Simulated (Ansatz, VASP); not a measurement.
Two plane-wave programs on NbAs

```xyz
2
Lattice="3.1196 0.0000 0.0000 -1.5598 2.7017 0.0000 0.0000 0.0000 5.3014" Properties=species:S:1:pos:R:3 pbc="T T T"
Nb    0.0000    0.0000    4.6613
As    0.0000    0.0000    1.5853
```

Alike in both runs: task relaxation of cell and atoms; functional PBE; k mesh 7 × 7 × 4; occupations gaussian, width 0.2 eV; no spin polarisation.

|  | VASP | Ansatz |
| --- | --- | --- |
| version | VASP 6.6.1 | Ansatz 0.2.0 |
| potentials or method | VASP PAW PBE potentials, release 64 (Nb_sv, As), cutoff 500 eV | scalar-relativistic, plane waves, PAW |
| valence electrons in the cell | 18 | 28 |

|  | VASP | Ansatz | Ansatz less VASP |
| --- | --- | --- | --- |
| gap on the k mesh at the Fermi level, each at its own relaxed structure (eV) | none | none | - |
| relaxed volume (Å³/atom) | 19.62 | 19.65 | +0.032 |
| relaxed cell length with the largest relative difference (Å) | 2.971 | 2.974 | +0.0027 |

A gap of «none» marks a metal or a gap that the smearing closes. VASP's potentials hold 18 valence electrons a cell and Ansatz's 28, so a difference there can come from the potentials and not from the codes.
